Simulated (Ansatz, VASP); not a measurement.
# Two plane-wave programs on BaZrO3

```
Ba Zr O
1.0
     4.19134    0.00000    0.00000
     0.00000    4.19134    0.00000
     0.00000    0.00000    4.19134
Ba Zr O
1 1 3
Direct
  0.00000 0.00000 0.00000
  0.50000 0.50000 0.50000
  0.50000 0.50000 0.00000
  0.50000 0.00000 0.50000
  0.00000 0.50000 0.50000
```

Alike in both runs: task relaxation of cell and atoms; functional PBEsol; dispersion D4; k mesh 6 × 6 × 6; occupations fermi-dirac, width 0.05 eV; no spin polarisation.

|  | VASP | Ansatz |
| --- | --- | --- |
| version | VASP 6.6.1 | Ansatz 0.2.0 |
| potentials or method | VASP PAW PBE potentials, release 64 (Ba_sv, Zr_sv, O) | Ansatz PAW |
| plane-wave cutoff (eV) | 600 | 420 |
| valence electrons in the cell | 40 | 40 |

Ansatz gave:

| Quantity | Value |
| --- | --- |
| gap on the k mesh at the Fermi level, each at its own relaxed structure (eV) | 3.19 |
| relaxed volume (Å³/atom) | 14.49 |
| relaxed length of the cell vector where the two differ most in proportion (Å) | 4.169 |

Question: Estimate VASP's values.

Answer: gap on the k mesh at the Fermi level, each at its own relaxed structure (eV): 3.13; relaxed volume (Å³/atom): 14.58; relaxed length of the cell vector where the two differ most in proportion (Å): 4.178.

VASP's potentials were made for PBE, not for PBEsol.

Spin-orbit coupling is off throughout. Noted on Ansatz's run: the plane-wave basis is chosen anew once the cell has moved, so the energies of steps on either side of that aren't comparable.
